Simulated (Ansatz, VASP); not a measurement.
## One calculation of Fe, two programs

File INCAR:

```
  PREC = Accurate
  ENCUT = 520
  EDIFF = 1E-6
  ISMEAR = -1
  SIGMA = 0.1
  LREAL = F
  LASPH = T
  NELM = 150
  ALGO = Normal
  ISIF = 2
  LWAVE = F
  LCHARG = T
  ISPIN = 2
  MAGMOM = 4
  LORBIT = 11
  LMAXMIX = 4
  LDAU = T
  LDAUTYPE = 2
  LDAUL = 2
  LDAUU = 5.3
  LDAUJ = 0
  LDAUPRINT = 1
  GGA = PS
  LELF = T
  LVHAR = T
  NBANDS = 14
```

The input KPOINTS:

```
Automatic mesh
0
Gamma
  12 12 12
```

The input POSCAR:

```
Fe
1.0
   -1.4455000000      1.4455000000      1.4455000000
    1.4455000000     -1.4455000000      1.4455000000
    1.4455000000      1.4455000000     -1.4455000000
Fe
1
Direct
    0.0000000000      0.0000000000      0.0000000000
```

Input for Ansatz:

```yaml
crystal:
  lattice:
    - [-1.4455, 1.4455, 1.4455]
    - [1.4455, -1.4455, 1.4455]
    - [1.4455, 1.4455, -1.4455]
  atoms:
    - { symbol: Fe, position: [0.0, 0.0, 0.0], spin: 4.0 }
magnetization:
  spin_polarized: true
hamiltonian:
  xc: pbesol
  pseudopotentials: { kind: paw }
  hubbard: { sites: [{ species: Fe, l: d, u_eff: 5.3 }] }
basis:
  ecutwfc: 420
kpoints:
  mp_grid: { grid: [12, 12, 12] }
scf:
  occupations: { method: fermi_dirac, width: 0.1 }
  lower_state_search: "off"
output:
  forces: true
  stress: true
```

Alike in both runs: task single point; functional PBEsol; k mesh 12 × 12 × 12; occupations fermi-dirac, width 0.1 eV; collinear spin; Hubbard terms Fe d U = 5.3 eV.

```csv
,VASP,Ansatz
version,VASP 6.6.1,Ansatz 0.2.0
potentials or method,"VASP PAW PBE potentials, release 64 (Fe), cutoff 520 eV","PAW, plane waves, scalar-relativistic"
valence electrons in the cell,8,16
```

|  | VASP | Ansatz | Ansatz less VASP |
| --- | --- | --- | --- |
| pressure (GPa) | 3.7 | 5.2 | +1.55 |
| net moment per atom (μB) | 2.92 | 2.82 | -0.094 |
| size of the moment on the site where the two differ most (μB) | 3.05 | 2.90 | -0.145 |

VASP's potentials were made for PBE, not for PBEsol. Site moments also hang on the region over which each program counts them. The programs project onto different local orbitals, so the same U acts differently, and such runs can settle in different states. VASP's potentials hold 8 valence electrons a cell and Ansatz's 16, so a difference there can come from the potentials and not from the codes. Ansatz's warnings: filled band counts differ across k points.
